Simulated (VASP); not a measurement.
Here is a VASP 6.6.1 calculation.

The input INCAR:

```
PREC     = Accurate       # precision mode
ENCUT    = 520            # plane-wave cutoff, eV
EDIFF    = 1E-7           # SCF threshold, eV
ISMEAR   = 0              # smearing method
SIGMA    = 0.02           # smearing width, eV
LREAL    = F              # projectors in reciprocal space
LASPH    = T              # aspherical terms in the spheres
NELM     = 80             # most SCF steps
ALGO     = Normal         # electronic algorithm
ISIF     = 2              # what is computed and relaxed
LWAVE    = F              # write WAVECAR
LCHARG   = T              # write CHGCAR
GGA      = PS             # functional
LELF     = T              # ELF
LVHAR    = T            
NBANDS   = 20             # bands
```

Contents of KPOINTS:

```
regular mesh
0
Gamma
  12 12 6
```

File POSCAR:

```
SnSe2
1.0
    3.8177569201      0.0000000000      0.0000000000
   -1.9088784601      3.3062744782      0.0000000000
    0.0000000000      0.0000000000      6.1562691078
Sn Se
1 2
Direct
    0.0000000000      0.0000000000      0.0000000000
    0.3333333333      0.6666666667      0.2577150277
    0.6666666667      0.3333333333      0.7422849723
```

Potentials or basis: VASP PAW PBE potentials, release 64 (Sn_d, Se).

The run is started by

```console
$ cat potpaw_PBE.64/Sn_d/POTCAR potpaw_PBE.64/Se/POTCAR > POTCAR
$ mpirun -np 1 vasp_std > vasp.out
```

Q: What does it give for the pressure?

A: 0.1 GPa.

Q: Predict the band gap on the k mesh.

A: 0.49 eV (least direct gap 0.99 eV).

Q: Estimate the largest force.

A: 0.020 eV/Å.

Forces on the atoms (eV/Å):
```
Sn   0.000  0.000  0.000
Se   0.000  0.000  0.020
Se   0.000  0.000 -0.020
```

Caveat: the PAW data sets were made with another functional, which shifts forces and pressure a little; spin-orbit coupling is left out, which moves the levels of the heavy elements; this functional lacks dispersion, which binds the layers, so the pressure and a relaxed spacing across them are unreliable. A k mesh can miss the band edges.
